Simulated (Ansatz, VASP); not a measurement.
# One calculation of TiTe2, two programs

```xyz
3
Lattice="3.7770 0.0000 0.0000 -1.8885 3.2710 0.0000 0.0000 0.0000 6.4980" Properties=species:S:1:pos:R:3 pbc="T T T"
Te    0.0000    2.1807    4.7903
Te    1.8885    1.0903    1.7077
Ti    0.0000    0.0000    0.0000
```

Alike in both runs: functional r2SCAN; k mesh 6 × 6 × 3; occupations fermi-dirac, width 0.05 eV; non-collinear spin, spin-orbit coupling.

|  | VASP | Ansatz |
| --- | --- | --- |
| version | VASP 6.6.1 | Ansatz 0.2.0 |
| potentials or method | VASP PAW PBE potentials, release 64 (Te, Ti_sv) | Ansatz PAW |
| plane-wave cutoff (eV) | 520 | 500 |
| valence electrons in the cell | 24 | 44 |
| task | single point | band structure |

```tsv
	VASP	Ansatz	Ansatz less VASP
pressure (GPa)	1.1	1.0	-0.12
traceless stress, the component that is largest in VASP (GPa)	-0.39	-0.38	+0.012
rms of the force components (eV/Å)	0.099	0.111	+0.0121
```

VASP's potentials were made for PBE, not for r2SCAN. Atom by atom the forces differ by 0.012 eV/Å (rms over components). With one functional, cell and mesh, what is left measures potentials, basis and numerics. VASP's potentials hold 24 valence electrons a cell and Ansatz's 44, so a difference there can come from the potentials and not from the codes.
